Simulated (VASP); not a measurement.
# Al3H: single point with PBE

Slab: Al3H, a slab with vacuum.

```
Al H
1.0
     2.85676    0.00000    0.00000
     0.00000    2.85676    0.00000
     0.00000    0.00000   19.67470
Al H
3 1
Direct
  0.50000 0.50000 0.20331
  0.00000 0.00000 0.30927
  0.50000 0.50000 0.41549
  0.66667 0.83333 0.47909
```

```yaml
Program: VASP 6.6.1
Task: single point
Functional: PBE
Potentials_or_basis: VASP PAW PBE potentials, release 64 (Al, H)
Cutoff: 520 eV
k_mesh: 9 × 9 × 1
Occupations: gaussian, width 0.1 eV
Spin: no spin polarisation
```

```json
{"Largest force": "0.308 eV/Å", "Band gap on the k mesh": "zero (band 5 reaches 0.85 eV, above the bottom of band 6 at -1.06 eV)"}
```

Forces in eV/Å, atoms in the order of the input:
```
Al  -0.041 -0.050 -0.063
Al   0.015  0.036  0.159
Al   0.112 -0.271 -0.095
H   -0.086  0.285 -0.001
```

Levels at points of the mesh, in eV from the Fermi level:
| k point | band 3 | band 4 | band 5 | band 6 | band 7 | band 8 |
| --- | --- | --- | --- | --- | --- | --- |
| (0.00, 0.00, 0.00) | -6.13 | -3.06 | 0.88 | 3.55 | 4.22 | 5.27 |

It took 120 s on 1 thread of AMD EPYC 7R43 64-Core Processor (Zen 3), with other jobs on the host, peak memory 0.25 GiB.
